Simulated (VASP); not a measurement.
**Sc: single point with PBEsol**

The system is Sc.

```
CELL_PARAMETERS angstrom
0.00000 3.12991 3.12991
3.12991 0.00000 3.12991
3.12991 3.12991 0.00000
ATOMIC_POSITIONS crystal
Sc 0.87500 0.87500 0.87500
Sc 0.12500 0.12500 0.12500
```

This isn't the form of Sc at room conditions, which is hcp.

| Quantity | Value |
| --- | --- |
| Program | VASP 6.6.1 |
| Task | single point |
| Functional | PBEsol |
| Potentials or basis | VASP PAW PBE potentials, release 64 (Sc_sv) |
| Cutoff | 520 eV |
| k mesh | 11 × 11 × 11 |
| Occupations | fermi-dirac, width 0.05 eV |
| Spin | no spin polarisation |
| Dipole correction | no |
| Further INCAR settings | ALGO = Normal; EDIFF = 1e-07; NBANDS = 18 |

The pressure is 0.0 GPa and the band gap on the k mesh is zero (bands 11 and 12 overlap by 0.60 eV).

Levels at points of the mesh, in eV from the Fermi level:
```tsv
k point	band 7	band 8	band 9	band 10	band 11	band 12	band 13	band 14	band 15	band 16
(0.00, 0.00, 0.00)	-27.96	-27.96	-4.22	-0.05	-0.05	0.27	0.27	0.27	1.79	1.79
```

Run time: 2.3 min on 1 thread of Intel Xeon 8259CL, with other jobs on the host, peak memory 0.22 GiB.

Caveat: the PAW data sets were made with another functional, which shifts forces and pressure a little.
